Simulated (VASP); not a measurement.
# Sb2Se3 in VASP: further runs

The runs below take Sb2Se3 through single point, with PBE.

Everything below comes from runs of VASP 6.6.1. Logs are shortened: lines on timing, memory, paths and dates and some standing lists are left out, and cuts for length are marked.

## 1. The cell of the first run

Symmetry: P-3m1, No. 164, trigonal system. The conventional cell has a = 4.070 Å, b = 4.070 Å, c = 10.564 Å, α = 90.00°, β = 90.00°, γ = 120.00°. Sb (site symmetry 3m) has 6 Se at 2.82 to 3.02 Å within 3.7 Å. Se (site symmetry 3m) has 3 Sb at 2.82 Å within 3.7 Å. Se (site symmetry -3m) has 6 Sb at 3.02 Å and 12 Se at 4.07 to 4.17 Å within 4.2 Å.

## 2. Single point, PBE

File INCAR:

```
SYSTEM = Sb2Se3
ALGO = Normal
EDIFF = 1E-7
ENCUT = 520
GGA = PE
ISIF = 2
ISMEAR = 0
LASPH = .TRUE.
LCHARG = .FALSE.
LREAL = .FALSE.
LWAVE = .FALSE.
NBANDS = 22
NELM = 60
PREC = Accurate
SIGMA = 0.02
```

File KPOINTS:

```
k-points
0
G
  12 12 4
  0 0 0
```

File POSCAR:

```
Sb2Se3
1.0
    4.0699048344      0.0000000000      0.0000000000
   -2.0349524172      3.5246409776      0.0000000000
    0.0000000000      0.0000000000     10.5641455632
Sb Se
2 3
Direct
    0.3333333333      0.6666666667      0.1795633385
    0.6666666667      0.3333333333      0.8204366615
    0.6666666667      0.3333333333      0.3263667188
    0.3333333333      0.6666666667      0.6736332812
    0.0000000000      0.0000000000      0.0000000000
```

Potentials or basis: VASP PAW PBE potentials, release 64 (Sb, Se).

Started as:

```
$ cat potpaw_PBE.64/Sb/POTCAR potpaw_PBE.64/Se/POTCAR > POTCAR
$ mpirun -np 1 vasp_std > vasp.out
```

OUTCAR:

```text
SYSTEM = Sb2Se3
   EDIFF = 1E-7
   ENCUT = 520
   GGA = PE
   ISIF = 2
   ISMEAR = 0
   LASPH = .TRUE.
   LREAL = .FALSE.
   NELM = 60
   PREC = Accurate

 ion  position               nearest neighbor table
   1  0.333  0.667  0.180-   3 2.82   3 2.82   3 2.82   5 3.02   5 3.02   5 3.02
   2  0.667  0.333  0.820-   4 2.82   4 2.82   4 2.82   5 3.02   5 3.02   5 3.02
   3  0.667  0.333  0.326-   1 2.82   1 2.82   1 2.82
   4  0.333  0.667  0.674-   2 2.82   2 2.82   2 2.82
   5  0.000  0.000  0.000-   1 3.02   2 3.02   2 3.02   1 3.02   2 3.02   1 3.02

  LATTYP: Found a hexagonal cell.
 ALAT       =     4.0699048344
 C/A-ratio  =     2.5956738531

  Lattice vectors:

 A1 = (   4.0699048344,   0.0000000000,   0.0000000000)
 A2 = (  -2.0349524172,   3.5246409776,   0.0000000000)
 A3 = (   0.0000000000,   0.0000000000,  10.5641455632)

Analysis of symmetry for initial positions (statically):
=====================================================================
 Subroutine PRICEL returns:
 Original cell was already a primitive cell.

 Routine SETGRP: Setting up the symmetry group for a
 hexagonal supercell.

 Subroutine GETGRP returns: Found 12 space group operations
 (whereof 12 operations were pure point group operations)
 out of a pool of 24 trial point group operations.

The static configuration has the point symmetry D_3d.

Analysis of symmetry for dynamics (positions and initial velocities):
=====================================================================
 Subroutine PRICEL returns:
 Original cell was already a primitive cell.

 Routine SETGRP: Setting up the symmetry group for a
 hexagonal supercell.

 Subroutine GETGRP returns: Found 12 space group operations
 (whereof 12 operations were pure point group operations)
 out of a pool of 24 trial point group operations.

The dynamic configuration has the point symmetry D_3d.

 Subroutine INISYM returns: Found 12 space group operations
 (whereof 12 operations are pure point group operations),
 and found     1 'primitive' translations

[... 95 lines left out ...]
   LNONCOLLINEAR =      F non collinear calculations
   LSORBIT =      F    spin-orbit coupling
   LASPH  =      T    aspherical Exc in radial PAW
   ENCUT  =  520.0 eV  38.22 Ry    6.18 a.u.   7.57  7.57 19.64*2*pi/ulx,y,z
   NELM   =     60;   NELMIN=  2; NELMDL= -5     # of ELM steps
   EDIFF  = 0.1E-06   stopping-criterion for ELM
   LREAL  =      F    real-space projection
   EDIFFG = 0.1E-05   stopping-criterion for IOM
   NSW    =      0    number of steps for IOM
   IBRION =     -1    ionic relax: 0-MD 1-quasi-New 2-CG
   NFREE  =      0    steps in history (QN), initial steepest desc. (CG)
   ISIF   =      2    stress and relaxation
   ISYM   =      2    0-nonsym 1-usesym 2-fastsym
   POTIM  = 0.5000    time-step for ionic-motion
   TEBEG  =    0.0;   TEEND  =   0.0 temperature during run
   PSTRESS=    0.0 pullay stress
   NELECT =      28.0000    total number of electrons
   NUPDOWN=      -1.0000    fix difference up-down
   EMIN   =  10.00;   EMAX   =-10.00  energy-range for DOS
   EFERMI =   0.00;   METHOD = LEGACY
   ISMEAR =     0;   SIGMA  =   0.02  broadening in eV -4-tet -1-fermi 0-gaus
   EFERMI_NEDOS =   21; number of points for ismear=-14 and -15
   IALGO  =     38    algorithm
   IMIX   =      4    mixing-type and parameters
     AMIX     =   0.40;   BMIX     =  1.00
     AMIX_MAG =   1.60;   BMIX_MAG =  1.00
  volume/ion in A,a.u.               =      30.31       204.53
  Fermi-wavevector in a.u.,A,eV,Ry     =   0.932430  1.762038 11.829260  0.869426
  Thomas-Fermi vector in A             =   2.059027
   LORBIT       =      0    0 simple, 1 ext, 2 COOP (PROOUT), +10 PAW based schemes
   GGA     = PE    functional components
   LHFCALC =     F    Hartree Fock is set to
   AEXX    =    0.0000 exact exchange contribution
   IVDW    =     0    specifies the selected vdW correction
   LEPSILON=     F    determine dielectric tensor
   LRPA    =     F    only Hartree local field effects (RPA)
 non-spin polarized calculation
 Gauss-broadening in eV      SIGMA  =   0.02
  energy-cutoff  :      520.00
  volume of cell :      151.54
 maximum number of plane-waves:      4113
   NGX = 15   NGY = 15   NGZ = 39

 number of electron      27.9999998 magnetization

 Free energy of the ion-electron system (eV)
  ---------------------------------------------------
  ext. energy  EPLUGINS =         0.00000000
  ---------------------------------------------------
  free energy    TOTEN  =       -20.10304724 eV

  energy without entropy =      -20.10304724  energy(sigma->0) =      -20.10304724

 E-fermi :   3.8005     XC(G=0):  -8.7431

 val. band max:        3.6549656584   @ k =   0.0833   0.0000   0.0000
 cond. band min:       4.0793409079   @ k =   0.0000   0.0000   0.0000
 fundamental gap:      0.4243752495
 Fermi energy:         3.8005252584

 k-point     1 :       0.0000    0.0000    0.0000
  band No.  band energies     occupation
      1     -10.2272      2.00000
      2      -9.7107      2.00000
      3      -8.9482      2.00000
      4      -4.8284      2.00000
      5      -3.5268      2.00000
      6       1.6644      2.00000
[... 589 lines left out ...]
     21       8.9934      0.00000
     22       9.8588      0.00000

 [... further k-points ...]

------------------------ aborting loop because EDIFF is reached ----------------------------------------

  FORCE on cell =-STRESS in cart. coord.  units (eV):
  Direction    XX          YY          ZZ          XY          YZ          ZX
  --------------------------------------------------------------------------------------
  -------------------------------------------------------------------------------------
  Total       -0.0325205     -0.0325205     -0.0321154      0.0000000      0.0000000      0.0000000
  in kB       -0.3438225     -0.3438225     -0.3395401      0.0000000      0.0000000      0.0000000
  external PRESSURE =      -0.3423950 kB  Pullay stress =       0.0000000 kB

 VOLUME and BASIS-vectors are now :
 -----------------------------------------------------------------------------
  energy-cutoff  :      520.00
  volume of cell :      151.54
      direct lattice vectors                 reciprocal lattice vectors
     4.069904834  0.000000000  0.000000000     0.245705991  0.141858420  0.000000000
    -2.034952417  3.524640978  0.000000000     0.000000000  0.283716840  0.000000000
     0.000000000  0.000000000 10.564145563     0.000000000  0.000000000  0.094659809

 POSITION                                       TOTAL-FORCE (eV/Angst)
 -----------------------------------------------------------------------------------
     -0.00000      2.34976      1.89693         0.000000      0.000000     -0.023236
      2.03495      1.17488      8.66721         0.000000     -0.000000      0.023236
      2.03495      1.17488      3.44779        -0.000000     -0.000000      0.008541
     -0.00000      2.34976      7.11636        -0.000000      0.000000     -0.008541
      0.00000      0.00000      0.00000        -0.000000      0.000000      0.000000
 -----------------------------------------------------------------------------------
    total drift:                                0.000000      0.000000     -0.000000

  FREE ENERGIE OF THE ION-ELECTRON SYSTEM (eV)
  ---------------------------------------------------
  free  energy   TOTEN  =       -20.1030472353 eV

  energy  without entropy=      -20.1030472353  energy(sigma->0) =      -20.10304724
```

Run time: 6.9 min. Hardware: 1 thread of Intel Xeon 8259CL, shared host; peak memory 0.38 GiB.

What came out:

* Free energy: -20.1030 eV
* Pressure: 0.0 GPa
* Largest force: 0.023 eV/Å
* Band gap on the k mesh: 0.42 eV (least direct gap 0.47 eV)

Forces on the atoms (eV/Å):
```
Sb   0.000  0.000 -0.023
Sb   0.000  0.000  0.023
Se   0.000  0.000  0.009
Se   0.000  0.000 -0.009
Se   0.000  0.000  0.000
```

Caveat: spin-orbit coupling is left out, which moves the levels of the heavy elements; this functional lacks dispersion, which binds the layers, so the pressure and a relaxed spacing across them are unreliable.

## 3. Single point, PBE

This run uses another cell than the first one: it holds 10 atoms, not 5.

File INCAR:

```
SYSTEM = Sb2Se3
PREC = Accurate ; ENCUT = 520
EDIFF = 1E-6 ; ISMEAR = 0
SIGMA = 0.1 ; LREAL = .False.
LASPH = .True. ; NELM = 100
ALGO = Normal ; ISIF = 2
LWAVE = .False. ; LCHARG = .False.
GGA = PE ; NBANDS = 39
```

File KPOINTS:

```
regular mesh
0
Gamma
  6 6 1
  0 0 0
```

File POSCAR:

```
Sb2Se3
1.0
    4.0648864671     -0.0001075672     -0.0083406678
   -2.0323192150      3.5203423880     -0.0088190150
   -0.0449378082     -0.0796075955     21.1260725565
Sb Se
4 6
Direct
    0.3327598866      0.6678772985      0.0896843364
    0.3417695787      0.6734218752      0.5894810879
    0.6672154039      0.3321115419      0.4103119763
    0.6583272675      0.3265291856      0.9105266237
    0.6695322600      0.3379290464      0.1633487087
    0.6782115979      0.3433752899      0.6631515950
    0.3304736795      0.6621640560      0.3366447496
    0.3217571409      0.6565901625      0.8368553125
   -0.0044727641     -0.0027496892      0.0000958567
    1.0044259490      0.0027512333      0.4998997530
```

Potentials or basis: VASP PAW PBE potentials, release 64 (Sb, Se).

Started as:

```
$ cat potpaw_PBE.64/Sb/POTCAR potpaw_PBE.64/Se/POTCAR > POTCAR
$ mpirun -np 1 vasp_std > vasp.out
```

Wall time 8.8 min (1 thread of Intel Xeon 8259CL, shared host); peak memory 0.46 GiB.

The run converged. Its results:

| Quantity | Value |
| --- | --- |
| Free energy | -40.2224 eV |
| Pressure | 0.0 GPa |
| Largest force | 0.022 eV/Å |
| Band gap on the k mesh | 0.46 eV |

Forces on the atoms (eV/Å):
```
Sb   0.001  0.000 -0.022
Sb  -0.001 -0.001 -0.021
Sb  -0.001  0.000  0.022
Sb   0.000  0.001  0.021
Se  -0.002 -0.001  0.006
Se   0.001  0.000  0.005
Se   0.001  0.000 -0.005
Se   0.000  0.000 -0.005
Se   0.001  0.000  0.001
Se  -0.001  0.000  0.000
```

Levels at points of the mesh, in eV from the valence-band top:
```csv
k point,band 24,band 25,band 26,band 27,band 28,band 29,band 30,band 31,band 32,band 33
"(0.00, 0.00, 0.00)",-1.13,-1.13,-0.66,-0.60,-0.01,0.46,0.62,1.54,1.54,1.54
"(0.50, 0.00, 0.00)",-1.37,-1.33,-1.27,-0.75,-0.46,1.16,1.28,2.18,2.30,2.32
"(0.00, 0.50, 0.00)",-1.35,-1.33,-1.27,-0.75,-0.47,1.14,1.31,2.18,2.32,2.33
"(0.50, 0.50, 0.00)",-1.36,-1.33,-1.27,-0.75,-0.46,1.15,1.29,2.18,2.31,2.32
```

Caveat: spin-orbit coupling is left out, which moves the levels of the heavy elements.
